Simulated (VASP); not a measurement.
# Na2Sc (P-3m1) in VASP: notebook

Runs on Na2Sc. Level: PBE. Tasks: single point.

Program: VASP 6.6.1. These are calculated values, not measurements. Logs are shortened: lines on timing, memory, paths and dates and some standing lists are left out, and cuts for length are marked.

### 1 The cell of the first run

Symmetry: P-3m1, No. 164, trigonal system. Conventional cell: a = 3.373 Å, b = 3.373 Å, c = 5.630 Å, α = 90.00°, β = 90.00°, γ = 120.00°. Na (site symmetry 3m) has 3 Sc at 2.40 Å within 3.2 Å. Within 3.2 Å of Sc (site symmetry -3m) lie 6 Na at 2.40 Å.

### 2 Single point, PBE

INCAR

```
ALGO = Normal
EDIFF = 1E-6
ENCUT = 520
GGA = PE
ISIF = 2
ISMEAR = 1
LASPH = True
LCHARG = False
LREAL = False
LWAVE = False
NBANDS = 20
NELM = 60
PREC = Accurate
SIGMA = 0.05
```

KPOINTS

```
k-points
0
Gamma
  8 8 4
```

POSCAR

```
Na2Sc
1.0
    3.3730850600      0.0000000000      0.0000000000
   -1.6865425300      2.9211773500      0.0000000000
    0.0000000000      0.0000000000      5.6300470300
Na Sc
2 1
Direct
    0.3333333300      0.6666666700      0.2500000000
    0.6666666700      0.3333333300      0.7500000000
    0.0000000000      0.0000000000      0.0000000000
```

Potentials or basis: VASP PAW PBE potentials, release 64 (Na_pv, Sc_sv).

Started as:

```sh
$ cat potpaw_PBE.64/Na_pv/POTCAR potpaw_PBE.64/Sc_sv/POTCAR > POTCAR
$ mpirun -np 1 vasp_std > vasp.out
```

OUTCAR:

```text
EDIFF = 1E-6
   ENCUT = 520
   GGA = PE
   ISIF = 2
   ISMEAR = 1
   LASPH = True
   LREAL = False
   NELM = 60
   PREC = Accurate

 ion  position               nearest neighbor table
   1  0.333  0.667  0.250-   3 2.40   3 2.40   3 2.40
   2  0.667  0.333  0.750-   3 2.40   3 2.40   3 2.40
   3  0.000  0.000  0.000-   1 2.40   2 2.40   1 2.40   2 2.40   2 2.40   1 2.40

  LATTYP: Found a hexagonal cell.
 ALAT       =     3.3730850600
 C/A-ratio  =     1.6691091182

  Lattice vectors:

 A1 = (   3.3730850600,   0.0000000000,   0.0000000000)
 A2 = (  -1.6865425300,   2.9211773500,   0.0000000000)
 A3 = (   0.0000000000,   0.0000000000,   5.6300470300)

Analysis of symmetry for initial positions (statically):
=====================================================================
 Subroutine PRICEL returns:
 Original cell was already a primitive cell.

 Routine SETGRP: Setting up the symmetry group for a
 hexagonal supercell.

 Subroutine GETGRP returns: Found 12 space group operations
 (whereof 12 operations were pure point group operations)
 out of a pool of 24 trial point group operations.

The static configuration has the point symmetry D_3d.

Analysis of symmetry for dynamics (positions and initial velocities):
=====================================================================
 Subroutine PRICEL returns:
 Original cell was already a primitive cell.

 Routine SETGRP: Setting up the symmetry group for a
 hexagonal supercell.

 Subroutine GETGRP returns: Found 12 space group operations
 (whereof 12 operations were pure point group operations)
 out of a pool of 24 trial point group operations.

The dynamic configuration has the point symmetry D_3d.

 Subroutine INISYM returns: Found 12 space group operations
 (whereof 12 operations are pure point group operations),
 and found     1 'primitive' translations

----------------------------------------------------------------------------------------

                                     Primitive cell

  volume of cell :      55.4750

  direct lattice vectors                    reciprocal lattice vectors
     3.373085060  0.000000000  0.000000000     0.296464507  0.171163863  0.000000000
    -1.686542530  2.921177350  0.000000000     0.000000000  0.342327726  0.000000000
     0.000000000  0.000000000  5.630047030     0.000000000  0.000000000  0.177618410

  length of vectors
     3.373085060  3.373085059  5.630047030     0.342327726  0.342327726  0.177618410

  position of ions in fractional coordinates (direct lattice)
     0.333333330  0.666666670  0.250000000
     0.666666670  0.333333330  0.750000000
     0.000000000  0.000000000  0.000000000

  ion indices of the primitive-cell ions
   primitive index   ion index
                 1           1
                 2           2
                 3           3

----------------------------------------------------------------------------------------

 KPOINTS: k-points

Automatic generation of k-mesh.
 Grid dimensions read from file:
 generate k-points for:    8    8    4

 Generating k-lattice:

  Cartesian coordinates                     Fractional coordinates (reciprocal lattice)
     0.037058063  0.021395483  0.000000000     0.125000000 -0.000000000  0.000000000
     0.000000000  0.042790966  0.000000000     0.000000000  0.125000000  0.000000000
     0.000000000  0.000000000  0.044404602     0.000000000  0.000000000  0.250000000

  Length of vectors
     0.042790966  0.042790966  0.044404602

  Shift w.r.t. Gamma in fractional coordinates (k-lattice)
     0.000000000  0.000000000  0.000000000

 Subroutine IBZKPT returns following result:
 ===========================================

 Found     35 irreducible k-points:

 Following reciprocal coordinates:
            Coordinates               Weight
  0.000000  0.000000  0.000000      1.000000
  0.125000  0.000000  0.000000      6.000000
  0.250000  0.000000  0.000000      6.000000
  0.375000 -0.000000  0.000000      6.000000
  0.500000  0.000000  0.000000      3.000000
  0.125000  0.125000  0.000000      6.000000
[... 16 lines left out ...]
 -0.125000  0.500000  0.250000     12.000000
  0.250000  0.250000  0.250000     12.000000
 [... further k-points ...]
   k-points           NKPTS =     35   k-points in BZ     NKDIM =     35   number of bands    NBANDS=     20
   number of dos      NEDOS =    301   number of ions     NIONS =      3
   total plane-waves  NPLWV =  32928
   dimension x,y,z NGX =    28 NGY =   28 NGZ =   42
   dimension x,y,z NGXF=    56 NGYF=   56 NGZF=   84
   ions per type =               2   1
   NGX,Y,Z   is equivalent  to a cutoff of  13.80, 13.80, 12.40 a.u.
   NGXF,Y,Z  is equivalent  to a cutoff of  27.60, 27.60, 24.80 a.u.
 SYSTEM =  unknown system
   PREC   = accura    normal or accurate (medium, high low for compatibility)
   ISTART =      0    job   : 0-new  1-cont  2-samecut
   ICHARG =      2    charge: 1-file 2-atom 10-const
   ISPIN  =      1    spin polarized calculation?
   LNONCOLLINEAR =      F non collinear calculations
   LSORBIT =      F    spin-orbit coupling
   LASPH  =      T    aspherical Exc in radial PAW
   ENCUT  =  520.0 eV  38.22 Ry    6.18 a.u.   6.27  6.27 10.47*2*pi/ulx,y,z
   NELM   =     60;   NELMIN=  2; NELMDL= -5     # of ELM steps
   EDIFF  = 0.1E-05   stopping-criterion for ELM
   LREAL  =      F    real-space projection
   EDIFFG = 0.1E-04   stopping-criterion for IOM
   NSW    =      0    number of steps for IOM
   IBRION =     -1    ionic relax: 0-MD 1-quasi-New 2-CG
   NFREE  =      0    steps in history (QN), initial steepest desc. (CG)
   ISIF   =      2    stress and relaxation
   ISYM   =      2    0-nonsym 1-usesym 2-fastsym
   POTIM  = 0.5000    time-step for ionic-motion
   TEBEG  =    0.0;   TEEND  =   0.0 temperature during run
   PSTRESS=    0.0 pullay stress
   NELECT =      25.0000    total number of electrons
   NUPDOWN=      -1.0000    fix difference up-down
   EMIN   =  10.00;   EMAX   =-10.00  energy-range for DOS
   EFERMI =   0.00;   METHOD = LEGACY
   ISMEAR =     1;   SIGMA  =   0.05  broadening in eV -4-tet -1-fermi 0-gaus
   EFERMI_NEDOS =   21; number of points for ismear=-14 and -15
   IALGO  =     38    algorithm
   IMIX   =      4    mixing-type and parameters
     AMIX     =   0.40;   BMIX     =  1.00
     AMIX_MAG =   1.60;   BMIX_MAG =  1.00
  volume/ion in A,a.u.               =      18.49       124.79
  Fermi-wavevector in a.u.,A,eV,Ry     =   1.255131  2.371854 21.433993  1.575354
  Thomas-Fermi vector in A             =   2.388903
   LORBIT       =      0    0 simple, 1 ext, 2 COOP (PROOUT), +10 PAW based schemes
   GGA     = PE    functional components
   LHFCALC =     F    Hartree Fock is set to
   AEXX    =    0.0000 exact exchange contribution
   IVDW    =     0    specifies the selected vdW correction
   LEPSILON=     F    determine dielectric tensor
   LRPA    =     F    only Hartree local field effects (RPA)
 non-spin polarized calculation
 Methfessel and Paxton  Order N= 1 SIGMA  =   0.05
  energy-cutoff  :      520.00
  volume of cell :       55.47
 maximum number of plane-waves:      1521
 NGX is ok and might be reduce to    28
   NGX = 13   NGY = 13   NGZ = 21

 number of electron      24.9999993 magnetization

 Free energy of the ion-electron system (eV)
  ---------------------------------------------------
  ext. energy  EPLUGINS =         0.00000000
  ---------------------------------------------------
  free energy    TOTEN  =        -2.88416715 eV

  energy without entropy =       -2.88506079  energy(sigma->0) =       -2.88446503

 E-fermi :   3.8776     XC(G=0):  -9.3689

 val. band max:        3.8709966453   @ k =   0.1250   0.0000   0.0000
 cond. band min:       3.9066204392   @ k =   0.2500   0.2500   0.0000
 fundamental gap:      0.0356237939
 Fermi energy:         3.8776171795

 k-point     1 :       0.0000    0.0000    0.0000
  band No.  band energies     occupation
      1     -45.7080      2.00000
      2     -24.6724      2.00000
      3     -24.3165      2.00000
      4     -24.3165      2.00000
      5     -21.4077      2.00000
      6     -21.3593      2.00000
[... 12 lines left out ...]
     19      15.1263      0.00000
     20      15.2646      0.00000

 k-point     2 :       0.1250    0.0000    0.0000
  band No.  band energies     occupation
      1     -45.7040      2.00000
      2     -24.6761      2.00000
      3     -24.3637      2.00000
      4     -24.3307      2.00000
      5     -21.3938      2.00000
      6     -21.3606      2.00000
[... 12 lines left out ...]
     19      13.0908      0.00000
     20      14.4638      0.00000

 k-point     3 :       0.2500    0.0000    0.0000
  band No.  band energies     occupation
      1     -45.6946      2.00000
      2     -24.6855      2.00000
      3     -24.4744      2.00000
      4     -24.3647      2.00000
      5     -21.3839      2.00000
      6     -21.3692      2.00000
[... 12 lines left out ...]
     19      10.4209      0.00000
     20      13.4192      0.00000

 k-point     4 :       0.3750   -0.0000    0.0000
  band No.  band energies     occupation
      1     -45.6851      2.00000
      2     -24.6975      2.00000
      3     -24.5791      2.00000
      4     -24.3983      2.00000
      5     -21.4138      2.00000
      6     -21.3613      2.00000
[... 12 lines left out ...]
     19       8.5331      0.00000
     20      11.6387      0.00000

 k-point     5 :       0.5000    0.0000    0.0000
  band No.  band energies     occupation
      1     -45.6811      2.00000
      2     -24.7052      2.00000
      3     -24.6187      2.00000
      4     -24.4121      2.00000
      5     -21.4296      2.00000
      6     -21.3629      2.00000
[... 12 lines left out ...]
     19       8.3353      0.00000
     20      10.1785      0.00000
[... 353 lines left out ...]
      6     -21.3816      2.00000
[... 12 lines left out ...]
     19       9.8299      0.00000
     20      10.7126      0.00000

 k-point    22 :       0.3750    0.1250    0.2500
  band No.  band energies     occupation
      1     -45.6811      2.00000
      2     -24.7010      2.00000
      3     -24.6015      2.00000
      4     -24.4357      2.00000
      5     -21.4169      2.00000
      6     -21.3735      2.00000
[... 12 lines left out ...]
     19       9.0641      0.00000
     20      10.5491      0.00000

 k-point    23 :      -0.1250    0.5000    0.2500
  band No.  band energies     occupation
      1     -45.6811      2.00000
      2     -24.7009      2.00000
      3     -24.6013      2.00000
      4     -24.4357      2.00000
      5     -21.4196      2.00000
      6     -21.3808      2.00000
[... 12 lines left out ...]
     19       8.9290      0.00000
     20      10.1422      0.00000

 k-point    24 :       0.2500    0.2500    0.2500
  band No.  band energies     occupation
      1     -45.6811      2.00000
      2     -24.6971      2.00000
      3     -24.5749      2.00000
      4     -24.4678      2.00000
      5     -21.4108      2.00000
      6     -21.3754      2.00000
[... 12 lines left out ...]
     19       9.1411      0.00000
     20       9.6508      0.00000

 [... further k-points ...]

------------------------ aborting loop because EDIFF is reached ----------------------------------------

  FORCE on cell =-STRESS in cart. coord.  units (eV):
  Direction    XX          YY          ZZ          XY          YZ          ZX
  --------------------------------------------------------------------------------------
  -------------------------------------------------------------------------------------
  Total        9.7722189      9.7722189     11.1315848      0.0000000      0.0000000      0.0000000
  in kB      282.2321792    282.2321790    321.4921269      0.0000000      0.0000000      0.0000000
  external PRESSURE =     295.3188284 kB  Pullay stress =       0.0000000 kB

 VOLUME and BASIS-vectors are now :
 -----------------------------------------------------------------------------
  energy-cutoff  :      520.00
  volume of cell :       55.47
      direct lattice vectors                 reciprocal lattice vectors
     3.373085060  0.000000000  0.000000000     0.296464507  0.171163863  0.000000000
    -1.686542530  2.921177350  0.000000000     0.000000000  0.342327726  0.000000000
     0.000000000  0.000000000  5.630047030     0.000000000  0.000000000  0.177618410

 POSITION                                       TOTAL-FORCE (eV/Angst)
 -----------------------------------------------------------------------------------
     -0.00000      1.94745      1.40751        -0.000000      0.000000      3.986000
      1.68654      0.97373      4.22254         0.000000     -0.000000     -3.986000
      0.00000      0.00000      0.00000        -0.000000      0.000000     -0.000000
 -----------------------------------------------------------------------------------
    total drift:                                0.000000      0.000000      0.000000

  FREE ENERGIE OF THE ION-ELECTRON SYSTEM (eV)
  ---------------------------------------------------
  free  energy   TOTEN  =        -2.8841671460 eV

  energy  without entropy=       -2.8850607892  energy(sigma->0) =       -2.88446503
```

Run time: 21 s. Hardware: 1 thread of Intel Xeon 6975P-C (Granite Rapids), shared host; peak memory 0.18 GiB.

What came out:

| Property | Result |
| --- | --- |
| Free energy | -2.8842 eV |
| Pressure | 29.5 GPa |
| Largest force | 3.986 eV/Å |
| Band gap on the k mesh | zero (an odd number of electrons rules out a gap without spin polarisation) |

Forces in eV/Å, atoms in the order of the input:
```
Na   0.000  0.000  3.986
Na   0.000  0.000 -3.986
Sc   0.000  0.000  0.000
```

Caveat: the cell stands under pressure; forces of over 1 eV/Å act on the atoms, so gaps and moduli don't describe the material at rest.

### 3 Single point, PBE

INCAR

```
SYSTEM = Na2Sc
PREC = Accurate
ENCUT = 520
EDIFF = 1E-6
ISMEAR = 1
SIGMA = 0.025
LREAL = .FALSE.
LASPH = .TRUE.
NELM = 100
ALGO = Normal
ISIF = 2
LWAVE = .FALSE.
LCHARG = .FALSE.
GGA = PE
NBANDS = 20
```

KPOINTS

```
Automatic mesh
0
G
  8 8 4
  0 0 0
```

POSCAR is that of step 2.

Potentials or basis: VASP PAW PBE potentials, release 64 (Na_pv, Sc_sv).

Started as:

```sh
$ cat potpaw_PBE.64/Na_pv/POTCAR potpaw_PBE.64/Sc_sv/POTCAR > POTCAR
$ mpirun -np 1 vasp_std > vasp.out
```

It took 18 s on 1 thread of Intel Xeon 6975P-C (Granite Rapids), shared host; peak memory 0.19 GiB.

Results (log left out):

```
Free energy            : -2.8847 eV
Pressure               : 29.5 GPa
Largest force          : 3.991 eV/Å
Band gap on the k mesh : zero (an odd number of electrons rules out a gap without spin polarisation)
```

Forces on the atoms (eV/Å):
```
Na   0.000  0.000  3.991
Na   0.000  0.000 -3.991
Sc   0.000  0.000  0.000
```

Stress tensor (GPa, compression positive):
```
28.22  0.00  0.00
 0.00 28.22  0.00
 0.00  0.00 32.18
```

Levels at points of the mesh, in eV from the Fermi level:
```
           k point  band 10  band 11  band 12  band 13  band 14  band 15  band 16  band 17
(0.00, 0.00, 0.00)   -25.14    -4.87    -1.65     0.23     0.86     0.86     1.91     1.91
(0.50, 0.00, 0.00)   -25.11    -1.77    -0.29    -0.29     0.11     1.68     3.10     3.87
(0.00, 0.00, 0.50)   -25.16    -4.08    -2.99    -0.18     0.86     0.86     1.90     1.90
(0.50, 0.00, 0.50)   -25.11    -1.69    -0.38     0.29     0.76     1.17     1.65     3.10
```

Caveat: the cell stands under pressure; forces of over 1 eV/Å act on the atoms, so gaps and moduli don't describe the material at rest.

### 4 Single point, PBE

INCAR

```
PREC = Accurate ; ENCUT = 520
EDIFF = 1E-6 ; ISMEAR = 1
SIGMA = 0.01 ; LREAL = F
LASPH = T ; NELM = 60
ALGO = Normal ; ISIF = 2
LWAVE = F ; LCHARG = T
GGA = PE ; LELF = T
LVHAR = T ; NBANDS = 20
```

KPOINTS

```
Automatic mesh
0
Gamma
  8 8 4
```

POSCAR is that of step 3.

Potentials or basis: VASP PAW PBE potentials, release 64 (Na_pv, Sc_sv).

Started as:

```sh
$ cat potpaw_PBE.64/Na_pv/POTCAR potpaw_PBE.64/Sc_sv/POTCAR > POTCAR
$ mpirun -np 1 vasp_std > vasp.out
```

OUTCAR:

```text
PREC = Accurate
   ENCUT = 520
   EDIFF = 1E-6
   ISMEAR = 1
   LREAL = F
   LASPH = T
   NELM = 60
   ISIF = 2
   GGA = PE

 ion  position               nearest neighbor table
   1  0.333  0.667  0.250-   3 2.40   3 2.40   3 2.40
   2  0.667  0.333  0.750-   3 2.40   3 2.40   3 2.40
   3  0.000  0.000  0.000-   1 2.40   2 2.40   1 2.40   2 2.40   2 2.40   1 2.40

  LATTYP: Found a hexagonal cell.
 ALAT       =     3.3730850600
 C/A-ratio  =     1.6691091182

  Lattice vectors:

 A1 = (   3.3730850600,   0.0000000000,   0.0000000000)
 A2 = (  -1.6865425300,   2.9211773500,   0.0000000000)
 A3 = (   0.0000000000,   0.0000000000,   5.6300470300)

Analysis of symmetry for initial positions (statically):
=====================================================================
 Subroutine PRICEL returns:
 Original cell was already a primitive cell.

 Routine SETGRP: Setting up the symmetry group for a
 hexagonal supercell.

 Subroutine GETGRP returns: Found 12 space group operations
[... 163 lines left out ...]
  ---------------------------------------------------
  free energy    TOTEN  =        -2.88469046 eV

  energy without entropy =       -2.88470010  energy(sigma->0) =       -2.88469367

 E-fermi :   3.8689     XC(G=0):  -9.3689

 val. band max:        3.8614863322   @ k =   0.2500   0.2500   0.5000
 cond. band min:       3.8715431090   @ k =   0.1250   0.0000   0.0000
 fundamental gap:      0.0100567768
 Fermi energy:         3.8689443075

 k-point     1 :       0.0000    0.0000    0.0000
  band No.  band energies     occupation
      1     -45.7023      2.00000
      2     -24.6663      2.00000
      3     -24.3117      2.00000
      4     -24.3117      2.00000
      5     -21.4063      2.00000
      6     -21.3587      2.00000
[... 541 lines left out ...]
     19       9.1416      0.00000
     20       9.6518      0.00000

 [... further k-points ...]

------------------------ aborting loop because EDIFF is reached ----------------------------------------

  FORCE on cell =-STRESS in cart. coord.  units (eV):
  Direction    XX          YY          ZZ          XY          YZ          ZX
  --------------------------------------------------------------------------------------
  -------------------------------------------------------------------------------------
  Total        9.7825055      9.7825055     11.1015252     -0.0000000     -0.0000000      0.0000000
  in kB      282.5292669    282.5292667    320.6239728     -0.0000000     -0.0000000      0.0000000
  external PRESSURE =     295.2275021 kB  Pullay stress =       0.0000000 kB

 VOLUME and BASIS-vectors are now :
 -----------------------------------------------------------------------------
  energy-cutoff  :      520.00
  volume of cell :       55.47
      direct lattice vectors                 reciprocal lattice vectors
     3.373085060  0.000000000  0.000000000     0.296464507  0.171163863  0.000000000
    -1.686542530  2.921177350  0.000000000     0.000000000  0.342327726  0.000000000
     0.000000000  0.000000000  5.630047030     0.000000000  0.000000000  0.177618410

 POSITION                                       TOTAL-FORCE (eV/Angst)
 -----------------------------------------------------------------------------------
     -0.00000      1.94745      1.40751        -0.000000     -0.000000      3.992349
      1.68654      0.97373      4.22254         0.000000      0.000000     -3.992349
      0.00000      0.00000      0.00000         0.000000      0.000000     -0.000000
 -----------------------------------------------------------------------------------
    total drift:                                0.000000      0.000000      0.000000

  FREE ENERGIE OF THE ION-ELECTRON SYSTEM (eV)
  ---------------------------------------------------
  free  energy   TOTEN  =        -2.8846904577 eV

  energy  without entropy=       -2.8847001032  energy(sigma->0) =       -2.88469367
```

stdout:

```text
POSCAR found type information on POSCAR NaSc
 POSCAR found :  2 types and       3 ions
 scaLAPACK will be used
 LDA part: xc-table for (Slater+PW92), standard interpolation
 POSCAR, INCAR and KPOINTS ok, starting setup
 FFT: planning ... GRIDC
 FFT: planning ... GRID_SOFT
 FFT: planning ... GRID
 WAVECAR not read
 entering main loop
```

Wall time 21 s (1 thread of Intel Xeon 6975P-C (Granite Rapids), shared host); peak memory 0.19 GiB.

Results:

```yaml
Free_energy: -2.8847 eV
Pressure: 29.5 GPa
Largest_force: 3.992 eV/Å
Band_gap_on_the_k_mesh: zero (an odd number of electrons rules out a gap without spin polarisation)
```

Forces in eV/Å, atoms in the order of the input:
```
Na   0.000  0.000  3.992
Na   0.000  0.000 -3.992
Sc   0.000  0.000  0.000
```

Stress tensor (GPa, compression positive):
```
28.25  0.00  0.00
 0.00 28.25  0.00
 0.00  0.00 32.06
```

Caveat: the cell stands under pressure; forces of over 1 eV/Å act on the atoms, so gaps and moduli don't describe the material at rest.

(Continued in part 2 of 2.)

The gap in the log of VASP goes by the Fermi energy; the results here count the filled bands.